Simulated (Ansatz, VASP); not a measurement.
# Two plane-wave programs on ZnMo3

```
Mo Zn
1.0
     3.94315    0.00000    0.00000
     0.00000    3.94315    0.00000
     0.00000    0.00000    3.94315
Mo Zn
3 1
Direct
  0.50000 0.50000 0.00000
  0.50000 0.00000 0.50000
  0.00000 0.50000 0.50000
  0.00000 0.00000 0.00000
```

Alike in both runs: functional RPBE; k mesh 4 × 4 × 4; occupations fermi-dirac, width 0.05 eV; no spin polarisation.

|  | VASP | Ansatz |
| --- | --- | --- |
| version | VASP 6.6.1 | Ansatz 0.2.0 |
| potentials or method | VASP PAW PBE potentials, release 64 (Mo_sv, Zn) | Ansatz PAW |
| plane-wave cutoff (eV) | 520 | 420 |
| valence electrons in the cell | 54 | 54 |
| task | single point | projected density of states |

|  | VASP | Ansatz | Ansatz less VASP |
| --- | --- | --- | --- |
| gap on the k mesh at the Fermi level (eV) | none | none | - |
| pressure (GPa) | 2.8 | 2.2 | -0.57 |

VASP's potentials were made for PBE, not for RPBE. A gap of «none» marks a metal or a gap that the smearing closes.

The k mesh is coarse, so the values compare programs but aren't converged.
